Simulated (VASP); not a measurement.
# Ti in VASP: further runs, part 2 of 2

VASP 6.6.1.

### Step 3. Single point, PBE

This run uses another cell than the first one.

File INCAR:

```
ALGO     = Normal         # electronic algorithm
EDIFF    = 1E-6           # SCF threshold, eV
ENCUT    = 520            # plane-wave cutoff, eV
GGA      = PE             # functional
ISIF     = 2              # what is computed and relaxed
ISMEAR   = 0              # smearing method
LASPH    = T              # aspherical terms in the spheres
LCHARG   = F              # write CHGCAR
LREAL    = F              # projectors in reciprocal space
LWAVE    = F              # write WAVECAR
NBANDS   = 64             # bands
NELM     = 60             # most SCF steps
PREC     = Accurate       # precision mode
SIGMA    = 0.05           # smearing width, eV
```

File KPOINTS:

```
k-points
0
Gamma
  1 1 12
```

File POSCAR:

```
Ti
1.0
   13.6000000000      0.0000000000      0.0000000000
    0.0000000000     12.6000000000      0.0000000000
    0.0000000000      0.0000000000      4.6039800672
Ti
9
Direct
    0.5000000000      0.5000000000      0.0000000000
    0.3307360269      0.5000000000      0.5000000000
    0.6692639731      0.5000000000      0.5000000000
    0.3307360269      0.6291867272      0.0000000000
    0.3307360269      0.3708132728      0.0000000000
    0.6692639731      0.6291867272      0.0000000000
    0.6692639731      0.3708132728      0.0000000000
    0.5000000000      0.6291867272      0.5000000000
    0.5000000000      0.3708132728      0.5000000000
```

Potentials or basis: VASP PAW PBE potentials, release 64 (Ti_sv).

Launch:

```sh
$ cat potpaw_PBE.64/Ti_sv/POTCAR > POTCAR
$ mpirun -np 1 vasp_std > vasp.out
```

OUTCAR:

```text
EDIFF = 1E-6
   ENCUT = 520
   GGA = PE
   ISIF = 2
   ISMEAR = 0
   LASPH = T
   LREAL = F
   NELM = 60
   PREC = Accurate

 ion  position               nearest neighbor table
   1  0.500  0.500  0.000-   8 2.82   9 2.82   8 2.82   9 2.82   4 2.82   5 2.82   6 2.82   7 2.82

   2  0.331  0.500  0.500-   4 2.82   5 2.82   4 2.82   5 2.82   8 2.82   9 2.82
   3  0.669  0.500  0.500-   6 2.82   7 2.82   6 2.82   7 2.82   8 2.82   9 2.82
   4  0.331  0.629  0.000-   2 2.82   2 2.82   1 2.82
   5  0.331  0.371  0.000-   2 2.82   2 2.82   1 2.82
   6  0.669  0.629  0.000-   3 2.82   3 2.82   1 2.82
   7  0.669  0.371  0.000-   3 2.82   3 2.82   1 2.82
   8  0.500  0.629  0.500-   1 2.82   1 2.82   3 2.82   2 2.82
   9  0.500  0.371  0.500-   1 2.82   1 2.82   3 2.82   2 2.82

  LATTYP: Found a simple orthorhombic cell.
 ALAT       =     4.6039800672
 B/A-ratio  =     2.7367625003
 C/A-ratio  =     2.9539658733

  Lattice vectors:

 A1 = (   0.0000000000,   0.0000000000,  -4.6039800672)
[... 179 lines left out ...]
 Fermi energy:        -0.6630707287

 k-point     1 :       0.0000    0.0000    0.0000
  band No.  band energies     occupation
      1     -57.9156      2.00000
      2     -57.9140      2.00000
      3     -57.9068      2.00000
      4     -57.9064      2.00000
      5     -57.7680      2.00000
      6     -57.7595      2.00000
[... 458 lines left out ...]
     63       0.1620      0.00000
     64       0.2113      0.00000

------------------------ aborting loop because EDIFF is reached ----------------------------------------

  FORCE on cell =-STRESS in cart. coord.  units (eV):
  Direction    XX          YY          ZZ          XY          YZ          ZX
  --------------------------------------------------------------------------------------
  -------------------------------------------------------------------------------------
  Total      -13.6499767    -11.3010599    -18.4820471      0.0000000      0.0000000      0.0000000
  in kB      -27.7204071    -22.9502209    -37.5333878      0.0000000      0.0000000      0.0000000
  external PRESSURE =     -29.4013386 kB  Pullay stress =       0.0000000 kB

 VOLUME and BASIS-vectors are now :
 -----------------------------------------------------------------------------
  energy-cutoff  :      520.00
  volume of cell :      788.94
      direct lattice vectors                 reciprocal lattice vectors
    13.600000000  0.000000000  0.000000000     0.073529412  0.000000000  0.000000000
     0.000000000 12.600000000  0.000000000     0.000000000  0.079365079  0.000000000
     0.000000000  0.000000000  4.603980067     0.000000000  0.000000000  0.217203373

 POSITION                                       TOTAL-FORCE (eV/Angst)
 -----------------------------------------------------------------------------------
      6.80000      6.30000      0.00000         0.000000     -0.000000      0.000000
      4.49801      6.30000      2.30199         1.110613     -0.000000      0.000000
      9.10199      6.30000      2.30199        -1.110613     -0.000000      0.000000
      4.49801      7.92775      0.00000         0.920490     -1.404019      0.000000
      4.49801      4.67225      0.00000         0.920490      1.404019     -0.000000
      9.10199      7.92775      0.00000        -0.920490     -1.404019     -0.000000
      9.10199      4.67225      0.00000        -0.920490      1.404019     -0.000000
      6.80000      7.92775      2.30199         0.000000     -0.636691      0.000000
      6.80000      4.67225      2.30199         0.000000      0.636691      0.000000
 -----------------------------------------------------------------------------------
    total drift:                                0.000000      0.000000      0.000000

  FREE ENERGIE OF THE ION-ELECTRON SYSTEM (eV)
  ---------------------------------------------------
  free  energy   TOTEN  =       -56.6508245474 eV

  energy  without entropy=      -56.6149247220  energy(sigma->0) =      -56.63287463
```

OSZICAR:

```text
N       E                     dE             d eps       ncg     rms          rms(c)
DAV:   1     0.110083718922E+04    0.11008E+04   -0.56457E+04  1200   0.148E+03
DAV:   2     0.108337362320E+03   -0.99250E+03   -0.97716E+03   920   0.474E+02
DAV:   3    -0.416124302134E+02   -0.14995E+03   -0.14664E+03  1568   0.149E+02
[... 16 lines left out ...]
DAV:  20    -0.566504169177E+02   -0.64932E-03   -0.19597E-04  1248   0.735E-02    0.177E-02
DAV:  21    -0.566507092286E+02   -0.29231E-03   -0.75564E-05  1136   0.435E-02    0.990E-03
DAV:  22    -0.566508145958E+02   -0.10537E-03   -0.42174E-05  1000   0.236E-02    0.519E-03
DAV:  23    -0.566508242607E+02   -0.96649E-05   -0.85970E-06   920   0.139E-02    0.347E-03
DAV:  24    -0.566508245474E+02   -0.28666E-06   -0.23888E-06   824   0.623E-03
   1 F= -.56650825E+02 E0= -.56632875E+02  d E =-.358998E-01
```

Run time: 9.3 min. Hardware: 1 thread of Intel Xeon 6975P-C (Granite Rapids), shared host; peak memory 0.79 GiB.

Results:

| Item | Value |
| --- | --- |
| Free energy | -56.6508 eV |
| Largest force | 1.679 eV/Å |
| Band gap on the k mesh | zero (bands 54 and 55 overlap by 0.12 eV) |

Forces in eV/Å, atoms in the order of the input:
```
Ti   0.000  0.000  0.000
Ti   1.111  0.000  0.000
Ti  -1.111  0.000  0.000
Ti   0.920 -1.404  0.000
Ti   0.920  1.404  0.000
Ti  -0.920 -1.404  0.000
Ti  -0.920  1.404  0.000
Ti   0.000 -0.637  0.000
Ti   0.000  0.637  0.000
```

Levels at points of the mesh, in eV from the Fermi level:
```
           k point  band 50  band 51  band 52  band 53  band 54  band 55  band 56  band 57  band 58  band 59
(0.00, 0.00, 0.00)    -0.47    -0.42    -0.41    -0.01     0.06     0.10     0.12     0.17     0.23     0.27
(0.00, 0.00, 0.50)    -0.33    -0.26    -0.19    -0.15    -0.11    -0.06    -0.05     0.09     0.15     0.23
```

### Step 4. Single point, PBE

This run uses another cell than the first one: it holds 16 atoms, not 9.

File INCAR:

```
ALGO = Normal
EDIFF = 1E-7
ENCUT = 520
GGA = PE
ISIF = 2
ISMEAR = 0
LASPH = T
LCHARG = F
LREAL = Auto
LWAVE = F
NBANDS = 110
NELM = 80
PREC = Accurate
SIGMA = 0.05
```

File KPOINTS:

```
k-points
0
Gamma
  1 1 17
```

File POSCAR:

```
Ti
1.0
   18.8000000000      0.0000000000      0.0000000000
    0.0000000000     19.1000000000      0.0000000000
    0.0000000000      0.0000000000      2.9530099042
Ti
16
Direct
    0.2473419041      0.5000000000      0.0000000000
    0.4098604706      0.3228471844      0.0000000000
    0.4067305363      0.5000000000      0.0000000000
    0.4098604706      0.6771528156      0.0000000000
    0.5901395294      0.3228471844      0.0000000000
    0.5932694637      0.5000000000      0.0000000000
    0.5901395294      0.6771528156      0.0000000000
    0.7526580959      0.5000000000      0.0000000000
    0.3197871215      0.4113000584      0.5000000000
    0.3197871215      0.5886999416      0.5000000000
    0.5000000000      0.2515321537      0.5000000000
    0.5000000000      0.4083381090      0.5000000000
    0.5000000000      0.5916618910      0.5000000000
    0.5000000000      0.7484678463      0.5000000000
    0.6802128785      0.4113000584      0.5000000000
    0.6802128785      0.5886999416      0.5000000000
```

Potentials or basis: VASP PAW PBE potentials, release 64 (Ti_sv).

Launch:

```sh
$ cat potpaw_PBE.64/Ti_sv/POTCAR > POTCAR
$ mpirun -np 1 vasp_std > vasp.out
```

OUTCAR:

```text
EDIFF = 1E-7
   ENCUT = 520
   GGA = PE
   ISIF = 2
   ISMEAR = 0
   LASPH = T
   LREAL = Auto
   NELM = 80
   PREC = Accurate

 ion  position               nearest neighbor table
   1  0.247  0.500  0.000-   9 2.63  10 2.63   9 2.63  10 2.63
   2  0.410  0.323  0.000-  11 2.63  11 2.63  12 2.78  12 2.78   9 2.81   9 2.81
   3  0.407  0.500  0.000-   9 2.78  10 2.78   9 2.78  10 2.78  12 2.88  13 2.88  12 2.88  13 2.88

   4  0.410  0.677  0.000-  14 2.63  14 2.63  13 2.78  13 2.78  10 2.81  10 2.81
   5  0.590  0.323  0.000-  11 2.63  11 2.63  12 2.78  12 2.78  15 2.81  15 2.81
[... 1227 lines left out ...]
  in kB       -0.6628333     -0.7037685     -1.0075187      0.0000000      0.0000000      0.0000000
  external PRESSURE =      -0.7913735 kB  Pullay stress =       0.0000000 kB

 VOLUME and BASIS-vectors are now :
 -----------------------------------------------------------------------------
  energy-cutoff  :      520.00
  volume of cell :     1060.37
      direct lattice vectors                 reciprocal lattice vectors
    18.800000000  0.000000000  0.000000000     0.053191489  0.000000000  0.000000000
     0.000000000 19.100000000  0.000000000     0.000000000  0.052356021  0.000000000
     0.000000000  0.000000000  2.953009904     0.000000000  0.000000000  0.338637537

 POSITION                                       TOTAL-FORCE (eV/Angst)
 -----------------------------------------------------------------------------------
      4.65003      9.55000      0.00000         0.025526      0.000000     -0.000000
      7.70538      6.16638      0.00000         0.025504      0.005587      0.000000
      7.64653      9.55000      0.00000         0.015619      0.000000     -0.000000
      7.70538     12.93362      0.00000         0.025504     -0.005587     -0.000000
     11.09462      6.16638      0.00000        -0.025504      0.005587      0.000000
     11.15347      9.55000      0.00000        -0.015619      0.000000     -0.000000
[... 8 lines left out ...]
     12.78800      7.85583      1.47650        -0.010217      0.017691      0.000000
     12.78800     11.24417      1.47650        -0.010217     -0.017691     -0.000000
 -----------------------------------------------------------------------------------
    total drift:                               -0.000000     -0.000000     -0.000000

  FREE ENERGIE OF THE ION-ELECTRON SYSTEM (eV)
  ---------------------------------------------------
  free  energy   TOTEN  =      -111.5794792160 eV

  energy  without entropy=     -111.5234318804  energy(sigma->0) =     -111.55145555
```

Wall time 48 min (1 thread of Intel Xeon Platinum 8124M at 3.00GHz (Skylake/Cascade Lake), shared host); peak memory 1.3 GiB.

Results:

```yaml
Free_energy: -111.5795 eV
Largest_force: 0.026 eV/Å
Band_gap_on_the_k_mesh: zero (bands 96 and 97 overlap by 0.35 eV)
```

Forces in eV/Å, atoms in the order of the input:
```
Ti   0.026  0.000  0.000
Ti   0.026  0.006  0.000
Ti   0.016  0.000  0.000
Ti   0.026 -0.006  0.000
Ti  -0.026  0.006  0.000
Ti  -0.016  0.000  0.000
Ti  -0.026 -0.006  0.000
Ti  -0.026  0.000  0.000
Ti   0.010  0.018  0.000
Ti   0.010 -0.018  0.000
Ti   0.000  0.013  0.000
Ti   0.000  0.008  0.000
Ti   0.000 -0.008  0.000
Ti   0.000 -0.013  0.000
Ti  -0.010  0.018  0.000
Ti  -0.010 -0.018  0.000
```

### Step 5. The runs side by side

```csv
cell,k mesh,gap on the mesh (eV),largest force (eV/Å)
"a = 13.600, b = 12.600, c = 2.935 Å, 9 atoms, atomic positions A",1 × 1 × 12,none,0.02
"a = 13.600, b = 12.600, c = 4.604 Å, 9 atoms, atomic positions B",1 × 1 × 12,none,1.68
"a = 18.800, b = 19.100, c = 2.953 Å, 16 atoms, atomic positions C",1 × 1 × 17,none,0.03
```

Alike in all rows: task single point; level PBE; potentials or basis VASP PAW PBE potentials, release 64 (Ti_sv); no spin polarisation; cutoff (eV) 520; smearing gaussian 0.05 eV.

Total energies depend on the potentials used, so only differences within one code and one set of settings carry meaning.
